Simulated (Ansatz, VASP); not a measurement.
## One calculation of S, two programs

File INCAR:

```
SYSTEM = S
PREC = Accurate
ENCUT = 500
EDIFF = 1E-7
ISMEAR = -1
SIGMA = 0.1
LREAL = .False.
LASPH = .True.
NELM = 120
ALGO = Normal
ISIF = 3
LWAVE = .False.
LCHARG = .False.
GGA = PE
IVDW = 12
IBRION = 2
NSW = 50
EDIFFG = -0.01
GGA_COMPAT = .False.
NELMIN = 4
```

File KPOINTS:

```
regular mesh
0
Gamma
  14 14 14
  0 0 0
```

Contents of POSCAR:

```
S
1.0
    1.6385000000      0.9459884161      0.8613333333
   -1.6385000000      0.9459884161      0.8613333333
    0.0000000000     -1.8919768321      0.8613333333
S
1
Direct
    0.0000000000      0.0000000000      0.0000000000
```

Input for Ansatz:

```yaml
crystal:
  lattice:
    a: 3.277
    b: 3.277
    c: 2.584
    alpha: 90.0
    beta: 90.0
    gamma: 120.0
  space_group: 166
  atoms:
    - { symbol: S, position: [0.0, 0.0, 0.0] }
  reduce_to_primitive: true
basis:
  ecutwfc: 462.593566181796
kpoints:
  mp_grid:
    grid: [14, 14, 14]
hamiltonian:
  xc: pbe
  dispersion: d3bj
scf:
  occupations:
    method: fermi_dirac
    width: 0.1
relax:
  max_steps: 30
  cell: {}
```

Alike in both runs: task relaxation of cell and atoms; functional PBE; dispersion D3(BJ); k mesh 14 × 14 × 14; occupations fermi-dirac, width 0.1 eV; no spin polarisation.

|  | VASP | Ansatz |
| --- | --- | --- |
| version | VASP 6.6.1 | Ansatz 0.2.0 |
| potentials or method | VASP PAW PBE potentials, release 64 (S), cutoff 500 eV | plane waves, PAW |
| valence electrons in the cell | 6 | 6 |

```csv
,VASP,Ansatz,Ansatz less VASP
relaxed volume (Å³/atom),16.08,16.53,+0.446
relaxed cell length with the largest relative difference (Å),2.536,2.547,+0.0115
```

Noted on VASP's run: the volume moved by over 15 % at a fixed basis, so the end points are rough.
